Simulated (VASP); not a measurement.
# Co (P6_3/mmc) in VASP: a series of runs, part 2 of 2

VASP 6.6.1. Earlier steps stand in the parts before.

**3. Electric field gradients, PBE, collinear spin, ferromagnetic start (volume scaled by 1.03)**

INCAR reads:

```
SYSTEM = Co
PREC = Accurate ; ENCUT = 520
EDIFF = 1E-8 ; ISMEAR = -1
SIGMA = 0.05 ; LREAL = .False.
LASPH = .True. ; NELM = 150
ALGO = Normal ; ISIF = 2
LWAVE = .False. ; LCHARG = .False.
ISPIN = 2 ; MAGMOM = 2 2
LORBIT = 11 ; LMAXMIX = 4
GGA = PE ; LEFG = .True.
NBANDS = 20
```

KPOINTS reads:

```
regular mesh
0
Gamma
  19 19 10
  0 0 0
```

POSCAR reads:

```
Co
1.0
    2.5439430942      0.0000000000      0.0000000000
   -1.2719715471      2.2031193454      0.0000000000
    0.0000000000      0.0000000000      4.1315075849
Co
2
Direct
    0.3333333333      0.6666666667      0.2500000000
    0.6666666667      0.3333333333      0.7500000000
```

Potentials or basis: VASP PAW PBE potentials, release 64 (Co).

On the command line:

```console
cat potpaw_PBE.64/Co/POTCAR > POTCAR
mpirun -np 1 vasp_std > vasp.out
```

OUTCAR:

```text
SYSTEM = Co
   PREC = Accurate
   ENCUT = 520
   EDIFF = 1E-8
   ISMEAR = -1
   LREAL = .False.
   LASPH = .True.
   NELM = 150
   ISIF = 2
   ISPIN = 2
   LORBIT = 11
   GGA = PE

 ion  position               nearest neighbor table
   1  0.333  0.667  0.250-   2 2.53   2 2.53   2 2.53   2 2.53   2 2.53   2 2.53
   2  0.667  0.333  0.750-   1 2.53   1 2.53   1 2.53   1 2.53   1 2.53   1 2.53

  LATTYP: Found a hexagonal cell.
 ALAT       =     2.5439430942
 C/A-ratio  =     1.6240566050

  Lattice vectors:

 A1 = (   2.5439430942,   0.0000000000,   0.0000000000)
 A2 = (  -1.2719715471,   2.2031193454,   0.0000000000)
 A3 = (   0.0000000000,   0.0000000000,   4.1315075849)

Analysis of symmetry for initial positions (statically):
=====================================================================
 Subroutine PRICEL returns:
 Original cell was already a primitive cell.

 Routine SETGRP: Setting up the symmetry group for a
 hexagonal supercell.

 Subroutine GETGRP returns: Found 24 space group operations
 (whereof 12 operations were pure point group operations)
 out of a pool of 24 trial point group operations.

The static configuration has the point symmetry D_3d.
 The point group associated with its full space group is D_6h.

Analysis of symmetry for dynamics (positions and initial velocities):
=====================================================================
 Subroutine PRICEL returns:
 Original cell was already a primitive cell.

 Routine SETGRP: Setting up the symmetry group for a
 hexagonal supercell.

 Subroutine GETGRP returns: Found 24 space group operations
 (whereof 12 operations were pure point group operations)
 out of a pool of 24 trial point group operations.

The dynamic configuration has the point symmetry D_3d.
 The point group associated with its full space group is D_6h.

Analysis of structural, dynamic, and magnetic symmetry:
=====================================================================
 Subroutine PRICEL returns:
 Original cell was already a primitive cell.

 Routine SETGRP: Setting up the symmetry group for a
 hexagonal supercell.

 Subroutine GETGRP returns: Found 24 space group operations
 (whereof 12 operations were pure point group operations)
 out of a pool of 24 trial point group operations.

The overall configuration has the point symmetry D_3d.
 The point group associated with its full space group is D_6h.

 Subroutine INISYM returns: Found 24 space group operations
 (whereof 12 operations are pure point group operations),
 and found     1 'primitive' translations

----------------------------------------------------------------------------------------

                                     Primitive cell

  volume of cell :      23.1555

  direct lattice vectors                    reciprocal lattice vectors
     2.543943094  0.000000000  0.000000000     0.393090554  0.226950937  0.000000000
    -1.271971547  2.203119345  0.000000000     0.000000000  0.453901874  0.000000000
     0.000000000  0.000000000  4.131507585     0.000000000  0.000000000  0.242042397

  length of vectors
     2.543943094  2.543943094  4.131507585     0.453901874  0.453901874  0.242042397
[... 106 lines left out ...]
   GGA     = PE    functional components
   LHFCALC =     F    Hartree Fock is set to
   AEXX    =    0.0000 exact exchange contribution
   IVDW    =     0    specifies the selected vdW correction
   LEPSILON=     F    determine dielectric tensor
   LRPA    =     F    only Hartree local field effects (RPA)
 spin polarized calculation
  energy-cutoff  :      520.00
  volume of cell :       23.16
 maximum number of plane-waves:       646
 NGX is ok and might be reduce to    20
   NGX =  9   NGY =  9   NGZ = 15

 number of electron      18.0000008 magnetization       3.3145052

 Free energy of the ion-electron system (eV)
  ---------------------------------------------------
  ext. energy  EPLUGINS =         0.00000000
  ---------------------------------------------------
  free energy    TOTEN  =       -14.01705055 eV

  energy without entropy =      -14.00118656  energy(sigma->0) =      -14.00911856

 E-fermi :   9.3705     XC(G=0): -13.0266

 val. band max:        9.3684901715   @ k =   0.4211   0.1053   0.4000
 cond. band min:       9.3709625250   @ k =   0.2105   0.0526   0.4000
 fundamental gap:      0.0024723535
 Fermi energy:         9.3704926466

 spin component 1

 k-point     1 :       0.0000    0.0000    0.0000
  band No.  band energies     occupation
      1       0.8372      1.00000
      2       4.5201      1.00000
      3       6.8119      1.00000
      4       6.8513      1.00000
      5       6.8513      1.00000
      6       7.1252      1.00000
[... 541 lines left out ...]
     19      31.5593      0.00000
     20      33.1732      0.00000

 [... further k-points ...]

 spin component 2

 k-point     1 :       0.0000    0.0000    0.0000
  band No.  band energies     occupation
      1       0.8174      1.00000
      2       5.4829      1.00000
      3       8.4811      1.00000
      4       8.5380      1.00000
      5       8.5380      1.00000
      6       8.8639      0.99996
[... 541 lines left out ...]
     19      31.8834      0.00000
     20      33.4977      0.00000

 [... further k-points ...]
[... 5 lines left out ...]
  --------------------------------------------------------------------------------------
  -------------------------------------------------------------------------------------
  Total       -1.6820344     -1.6820344     -1.8409449     -0.0000000     -0.0000000      0.0000000
  in kB     -116.3835214   -116.3835214   -127.3788722     -0.0000000     -0.0000000      0.0000000
  external PRESSURE =    -120.0486384 kB  Pullay stress =       0.0000000 kB

 VOLUME and BASIS-vectors are now :
 -----------------------------------------------------------------------------
  energy-cutoff  :      520.00
  volume of cell :       23.16
      direct lattice vectors                 reciprocal lattice vectors
     2.543943094  0.000000000  0.000000000     0.393090554  0.226950937  0.000000000
    -1.271971547  2.203119345  0.000000000     0.000000000  0.453901874  0.000000000
     0.000000000  0.000000000  4.131507585     0.000000000  0.000000000  0.242042397

 POSITION                                       TOTAL-FORCE (eV/Angst)
 -----------------------------------------------------------------------------------
     -0.00000      1.46875      1.03288        -0.000000      0.000000      0.000000
      1.27197      0.73437      3.09863         0.000000     -0.000000      0.000000
 -----------------------------------------------------------------------------------
    total drift:                               -0.000000      0.000000     -0.000000

  FREE ENERGIE OF THE ION-ELECTRON SYSTEM (eV)
  ---------------------------------------------------
  free  energy   TOTEN  =       -14.0170505538 eV

  energy  without entropy=      -14.0011865614  energy(sigma->0) =      -14.00911856

 Electric field gradients (V/A^2)
---------------------------------------------------------------------
 ion       V_xx      V_yy      V_zz      V_xy      V_xz      V_yz
---------------------------------------------------------------------
   1       0.954     0.955    -1.909     0.001     0.000    -0.000
   2       0.954     0.955    -1.909     0.001    -0.000     0.000
---------------------------------------------------------------------

 Electric field gradients after diagonalization (V/A^2)
 (convention: |V_zz| > |V_xx| > |V_yy|)
----------------------------------------------------------------------
 ion       V_xx      V_yy      V_zz     asymmetry (V_yy - V_xx)/ V_zz
----------------------------------------------------------------------
   1       0.956     0.953    -1.909       0.001
   2       0.956     0.953    -1.909       0.001
----------------------------------------------------------------------

           NMR quadrupolar parameters

 Cq : quadrupolar parameter    Cq=e*Q*V_zz/h
 eta: asymmetry parameters     (V_yy - V_xx)/ V_zz
 Q  : nuclear electric quadrupole moment in mb (millibarn)
----------------------------------------------------------------------
 ion       Cq(MHz)       eta       Q (mb)
----------------------------------------------------------------------
   1      -0.005       0.001       1.000
   2      -0.005       0.001       1.000
----------------------------------------------------------------------

 total charge

# of ion       s       p       d       tot
------------------------------------------
    1        0.463   0.468   7.223   8.154
    2        0.463   0.468   7.223   8.154
--------------------------------------------------
tot          0.926   0.936  14.446  16.307

 magnetization (x)

# of ion       s       p       d       tot
------------------------------------------
    1       -0.014  -0.053   1.757   1.690
    2       -0.014  -0.053   1.757   1.690
--------------------------------------------------
tot         -0.028  -0.106   3.514   3.381
```

Run time: 5.2 min. Hardware: 1 thread of Oxide Virtual Turin-like, shared host; peak memory 0.22 GiB.

What came out:

```yaml
Free_energy: -14.0171 eV
Pressure: -12.0 GPa
Net_moment: 3.31 μB per cell
Site_moments: Co +1.69 μB
Valence_electrons_inside_the_program's_atomic_spheres: Co 8.15
```

Stress tensor (GPa, compression positive):
```
-11.64   0.00   0.00
  0.00 -11.64   0.00
  0.00   0.00 -12.74
```

Levels at points of the mesh, in eV from the Fermi level:
Spin up:
```
           k point  band 9  band 10  band 11  band 12  band 13  band 14
(0.00, 0.00, 0.00)   -1.93    -0.95    -0.95    -0.08     5.73    21.48
(0.00, 0.00, 0.50)   -1.23    -1.23    -1.23    -1.23    14.18    14.18
```
Spin down:
```tsv
k point	band 4	band 5	band 6	band 7	band 8	band 9	band 10	band 11
(0.00, 0.00, 0.00)	-0.83	-0.83	-0.51	-0.51	-0.17	-0.10	-0.10	0.99
(0.00, 0.00, 0.50)	-1.39	-0.89	-0.89	-0.89	-0.89	0.68	0.68	0.68
```

Electric field gradients, principal values (V/Å²):
```tsv
atom	least	middle	greatest (by size)
1 Co	0.953	0.956	-1.909
2 Co	0.953	0.956	-1.909
```

Caveat: without QUAD_EFG the Cq values of the log hold for a quadrupole moment of 1 mb, not for the nuclei.
